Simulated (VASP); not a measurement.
The system is Sb.

```
Sb
1.0
     3.21000    0.00000    0.00000
     0.00000    3.21000    0.00000
     0.00000    0.00000    3.21000
Sb
1
Direct
  0.00000 0.00000 0.00000
```

| Item | Value |
| --- | --- |
| Program | VASP 6.6.1 |
| Task | relaxation of cell and atoms |
| Functional | PBEsol |
| Potentials or basis | VASP PAW PBE potentials, release 64 (Sb) |
| Cutoff | 500 eV |
| k mesh | 6 × 6 × 6 |
| Occupations | methfessel-paxton, width 0.1 eV |
| Spin | no spin polarisation |

At the start: pressure -5.5 GPa; volume 33.08 Å³/atom.

Where does the relaxation end?

Over 6 steps the energy falls by 77.4 meV/atom and the volume is 28.66 Å³/atom (-13.4 %); space group Pm-3m (No. 221, to 0.05 Å).

Step by step:
```
step  energy change (eV)  largest force (eV/Å)  pressure (GPa)  volume (Å³)
   1              0.0000                0.0000           -5.53        33.08
   2             -0.0738                0.0000            1.70        27.91
   3             -0.0772                0.0000           -0.36        28.85
   4             -0.0774                0.0000           -0.07        28.68
   5             -0.0774                0.0000            0.09        28.59
   6             -0.0774                0.0000           -0.03        28.66
```

Final structure:
```yaml
crystal:
  lattice:
    - [3.06021, 0.00000, 0.00000]
    - [0.00000, 3.06021, 0.00000]
    - [0.00000, 0.00000, 3.06021]
  atoms:
    - { symbol: Sb, position: [0.00000, 0.00000, 0.00000] }
```

Caveat: the PAW data sets were made with another functional, which shifts forces and pressure a little.
